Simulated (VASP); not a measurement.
A run of VASP 6.6.1 is set up as follows.

Contents of INCAR:

```
SYSTEM = Sn2O3
ALGO     = Normal         ! electronic algorithm
EDIFF    = 1E-6           ! SCF threshold, eV
ENCUT    = 520            ! plane-wave cutoff, eV
GGA      = PE             ! functional
ISIF     = 2              ! what is computed and relaxed
ISMEAR   = -1             ! smearing method
LASPH    = .TRUE.         ! aspherical terms in the spheres
LCHARG   = .FALSE.        ! write CHGCAR
LREAL    = .FALSE.        ! projectors in reciprocal space
LWAVE    = .FALSE.        ! write WAVECAR
NBANDS   = 57             ! bands
NELM     = 100            ! most SCF steps
PREC     = Accurate       ! precision mode
SIGMA    = 0.06122561905347299 ! smearing width, eV
```

Contents of KPOINTS:

```
k-points
0
G
  11 11 11
  0 0 0
```

File POSCAR:

```
Sn2O3
1.0
    5.2883453657      0.0000000000      0.0000000000
    0.0000000000      5.2883453657      0.0000000000
    0.0000000000      0.0000000000      5.2883453657
Sn O
4 6
Direct
    0.2500000000      0.2500000000      0.2500000000
    0.7500000000      0.7500000000      0.2500000000
    0.7500000000      0.2500000000      0.7500000000
    0.2500000000      0.7500000000      0.7500000000
    0.5000000000      0.0000000000      0.0000000000
    0.0000000000      0.5000000000      0.0000000000
    0.0000000000      0.0000000000      0.5000000000
    0.5000000000      0.5000000000      0.0000000000
    0.5000000000      0.0000000000      0.5000000000
    0.0000000000      0.5000000000      0.5000000000
```

Potentials or basis: VASP PAW PBE potentials, release 64 (Sn_d, O).

Run with:

```sh
$ cat potpaw_PBE.64/Sn_d/POTCAR potpaw_PBE.64/O/POTCAR > POTCAR
$ mpirun -np 1 vasp_std > vasp.out
```

Task: What does it give for the pressure?

Result: -1.8 GPa.

Task: Predict the band gap on the k mesh.

Result: Zero (bands 46 and 47 overlap by 0.22 eV).

Caveat: semilocal functionals underestimate gaps, so a narrow gap can read as zero; spin-orbit coupling is left out, which moves the levels of the heavy elements.
